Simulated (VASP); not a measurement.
# Rh (P6_3/mmc) in VASP: further runs, part 2 of 2

VASP 6.6.1. The steps go on from the part before.

## 3. Relaxation of cell and atoms, PBE+D3(BJ)

This run uses another cell than the first one, of 13.80 Å³/atom, 1.008 times its volume.

Contents of INCAR:

```
SYSTEM = Rh
ALGO = Normal ; EDIFF = 1E-7
EDIFFG = -0.002 ; ENCUT = 600
GGA = PE ; IBRION = 2
ISIF = 3 ; ISMEAR = 0
IVDW = 12 ; LASPH = .TRUE.
LCHARG = .FALSE. ; LREAL = .FALSE.
LWAVE = .FALSE. ; NELM = 100
NSW = 100 ; PREC = Accurate
SIGMA = 0.1
```

Contents of KPOINTS:

```
k-points
0
G
  18 18 10
  0 0 0
```

Contents of POSCAR:

```
Rh
1.0
    2.6923490378      0.0000000000      0.0000000000
   -1.3461745189      2.3316426626      0.0000000000
    0.0000000000      0.0000000000      4.3966059788
Rh
2
Direct
    0.3333333333      0.6666666667      0.2500000000
    0.6666666667      0.3333333333      0.7500000000
```

Potentials or basis: VASP PAW PBE potentials, release 64 (Rh_pv).

Command:

```sh
$ cat potpaw_PBE.64/Rh_pv/POTCAR > POTCAR
$ mpirun -np 1 vasp_std > vasp.out
```

It took 2.1 min on 1 thread of Intel Xeon 6975P-C (Granite Rapids), shared host; peak memory 0.26 GiB.

The run converged. Its results:

- Free energy: -15.7312 eV
- Relaxed volume: 13.69 Å³/atom
- Relaxed cell: a = 2.698 Å, b = 2.698 Å, c = 4.345 Å, α = 90.00°, β = 90.00°, γ = 120.00°
- Space group after relaxing (to 0.05 Å): P6_3/mmc (No. 194)
- Energy gained by relaxing: 2.3 meV/atom
- Ionic steps: 5
- Pressure after relaxing: 0.0 GPa
- Band gap on the k mesh: zero (band 15 reaches 12.72 eV, above the bottom of band 16 at 10.29 eV)
- Dispersion energy per atom: -0.650 eV

Step by step:
| step | energy change (eV) | largest force (eV/Å) | pressure (GPa) | volume (Å³) |
| --- | --- | --- | --- | --- |
| 1 | 0.0000 | 0.0000 | -2.18 | 27.60 |
| 2 | 0.0048 | 0.0000 | 5.76 | 26.86 |
| 3 | -0.0035 | 0.0000 | 0.80 | 27.30 |
| 4 | -0.0044 | 0.0000 | -0.26 | 27.41 |
| 5 | -0.0046 | 0.0000 | 0.01 | 27.38 |

Final structure:
```
CELL_PARAMETERS angstrom
2.69751 0.00000 0.00000
-1.34876 2.33612 0.00000
0.00000 0.00000 4.34489
ATOMIC_POSITIONS crystal
Rh 0.33333 0.66667 0.25000
Rh 0.66667 0.33333 0.75000
```

Levels at points of the mesh, in eV from the Fermi level:
```csv
k point,band 12,band 13,band 14,band 15,band 16,band 17,band 18,band 19
"(0.00, 0.00, 0.00)",-2.53,-2.53,-1.97,-1.97,0.12,0.12,0.75,8.72
"(0.50, 0.00, 0.00)",-2.25,-2.20,0.40,0.63,0.72,3.03,5.15,10.39
"(0.00, 0.00, 0.50)",-3.19,-3.19,-3.19,-0.45,-0.45,-0.45,-0.45,14.89
"(0.50, 0.00, 0.50)",-1.72,-0.33,-0.33,0.59,0.59,2.67,2.67,9.37
```

Caveat: pairwise dispersion overbinds metals, which lowers pressure and volume.

## 4. Single point, PBE+D3(BJ)

This run uses another cell than the first one, of 13.80 Å³/atom, 1.008 times its volume.

Contents of INCAR:

```
PREC = Accurate
ENCUT = 520
EDIFF = 1E-6
ISMEAR = 0
SIGMA = 0.1
LREAL = False
LASPH = True
NELM = 100
ALGO = Normal
ISIF = 2
LWAVE = False
LCHARG = False
GGA = PE
IVDW = 12
NBANDS = 22
```

Contents of KPOINTS:

```
Automatic mesh
0
Gamma
  9 9 4
```

POSCAR is that of step 3.

Potentials or basis: VASP PAW PBE potentials, release 64 (Rh_pv).

Command:

```sh
$ cat potpaw_PBE.64/Rh_pv/POTCAR > POTCAR
$ mpirun -np 1 vasp_std > vasp.out
```

OUTCAR:

```text
PREC = Accurate
   ENCUT = 520
   EDIFF = 1E-6
   ISMEAR = 0
   LREAL = False
   LASPH = True
   NELM = 100
   ISIF = 2
   GGA = PE
   IVDW = 12
 IVDW          = 12

 ion  position               nearest neighbor table
   1  0.333  0.667  0.250-   2 2.69   2 2.69   2 2.69   2 2.69   2 2.69   2 2.69
   2  0.667  0.333  0.750-   1 2.69   1 2.69   1 2.69   1 2.69   1 2.69   1 2.69

  LATTYP: Found a hexagonal cell.
 ALAT       =     2.6923490378
 C/A-ratio  =     1.6330000000

  Lattice vectors:

 A1 = (   2.6923490378,   0.0000000000,   0.0000000000)
 A2 = (  -1.3461745189,   2.3316426626,   0.0000000000)
 A3 = (   0.0000000000,   0.0000000000,   4.3966059788)

Analysis of symmetry for initial positions (statically):
=====================================================================
 Subroutine PRICEL returns:
 Original cell was already a primitive cell.

 Routine SETGRP: Setting up the symmetry group for a
 hexagonal supercell.

 Subroutine GETGRP returns: Found 24 space group operations
 (whereof 12 operations were pure point group operations)
 out of a pool of 24 trial point group operations.

The static configuration has the point symmetry D_3d.
 The point group associated with its full space group is D_6h.

[... 160 lines left out ...]
  energy without entropy =      -14.45921290  energy(sigma->0) =      -14.46437173

 E-fermi :  11.8367     XC(G=0): -14.0078

 val. band max:       11.8289942474   @ k =   0.3333   0.0000   0.5000
 cond. band min:      11.9210209118   @ k =   0.2222   0.1111   0.5000
 fundamental gap:      0.0920266643
 Fermi energy:        11.8366635889

 k-point     1 :       0.0000    0.0000    0.0000
  band No.  band energies     occupation
      1     -35.2564      2.00000
      2     -34.6285      2.00000
      3     -34.6285      2.00000
      4     -34.5338      2.00000
      5     -34.5283      2.00000
      6     -34.5283      2.00000
[... 589 lines left out ...]
     21      23.7472      0.00000
     22      23.7472      0.00000

 [... further k-points ...]

------------------------ aborting loop because EDIFF is reached ----------------------------------------

 Edisp (eV)   -1.28951

 E8    (eV) :    -0.5786

  FORCE on cell =-STRESS in cart. coord.  units (eV):
  Direction    XX          YY          ZZ          XY          YZ          ZX
  --------------------------------------------------------------------------------------
  -------------------------------------------------------------------------------------
  Total      -0.22911    -0.22911    -0.83387    -0.00000    -0.00000     0.00000
  in kB     -13.29960   -13.29960   -48.40594    -0.00000    -0.00000     0.00000
  external pressure =      -25.00 kB  Pullay stress =        0.00 kB

 VOLUME and BASIS-vectors are now :
 -----------------------------------------------------------------------------
  energy-cutoff  :      520.00
  volume of cell :       27.60
      direct lattice vectors                 reciprocal lattice vectors
     2.692349038  0.000000000  0.000000000     0.371422868  0.214441093  0.000000000
    -1.346174519  2.331642663  0.000000000     0.000000000  0.428882185  0.000000000
     0.000000000  0.000000000  4.396605979     0.000000000  0.000000000  0.227448174

 POSITION                                       TOTAL-FORCE (eV/Angst)
 -----------------------------------------------------------------------------------
     -0.00000      1.55443      1.09915         0.000000      0.000000      0.000000
      1.34617      0.77721      3.29745        -0.000000      0.000000      0.000000
 -----------------------------------------------------------------------------------
    total drift:                               -0.000000      0.000000     -0.000000

  FREE ENERGIE OF THE ION-ELECTRON SYSTEM (eV)
  ---------------------------------------------------
  free  energy   TOTEN  =       -15.7590370815 eV

  energy  without entropy=      -15.7487194285  energy(sigma->0) =      -15.75387826
```

stdout:

```text
POSCAR found type information on POSCAR Rh
 POSCAR found :  1 types and       2 ions
 scaLAPACK will be used
 LDA part: xc-table for (Slater+PW92), standard interpolation
 POSCAR, INCAR and KPOINTS ok, starting setup
 FFT: planning ... GRIDC
 FFT: planning ... GRID_SOFT
 FFT: planning ... GRID
 WAVECAR not read
 entering main loop
```

Wall time 7.4 s (1 thread of Intel Xeon 6975P-C (Granite Rapids), shared host); peak memory 0.16 GiB.

What came out:

* Free energy: -15.7590 eV
* Pressure: -2.5 GPa
* Band gap on the k mesh: zero (band 15 reaches 12.51 eV, above the bottom of band 16 at 10.43 eV)
* Dispersion energy per atom: -0.645 eV

Levels at points of the mesh, in eV from the Fermi level:
| k point | band 13 | band 14 | band 15 | band 16 | band 17 | band 18 |
| --- | --- | --- | --- | --- | --- | --- |
| (0.00, 0.00, 0.00) | -2.43 | -1.75 | -1.75 | 0.22 | 0.22 | 0.72 |
| (0.00, 0.00, 0.50) | -3.02 | -3.02 | -0.35 | -0.35 | -0.35 | -0.35 |

Caveat: pairwise dispersion overbinds metals, which lowers pressure and volume.

## 5. The runs side by side

```tsv
task	cell	k mesh	cutoff (eV)	gap on the mesh (eV)	pressure (GPa)
single point	a = 2.698, b = 2.698, c = 4.345 Å, angles 90.0, 90.0, 120.0°, 2 atoms	18 × 18 × 10	520	none	0.0
relaxation of cell and atoms	relaxed from a = 2.692, b = 2.692, c = 4.397 Å, angles 90.0, 90.0, 120.0°, 2 atoms	18 × 18 × 10	600	none	0.0
single point	a = 2.692, b = 2.692, c = 4.397 Å, angles 90.0, 90.0, 120.0°, 2 atoms	9 × 9 × 4	520	none	-2.5
```

Alike in all rows: level PBE+D3(BJ); potentials or basis VASP PAW PBE potentials, release 64 (Rh_pv); no spin polarisation; smearing gaussian 0.1 eV.

Caveats: pairwise dispersion overbinds metals, which lowers pressure and volume.

Absolute energies hang on the potentials; compare differences alone.
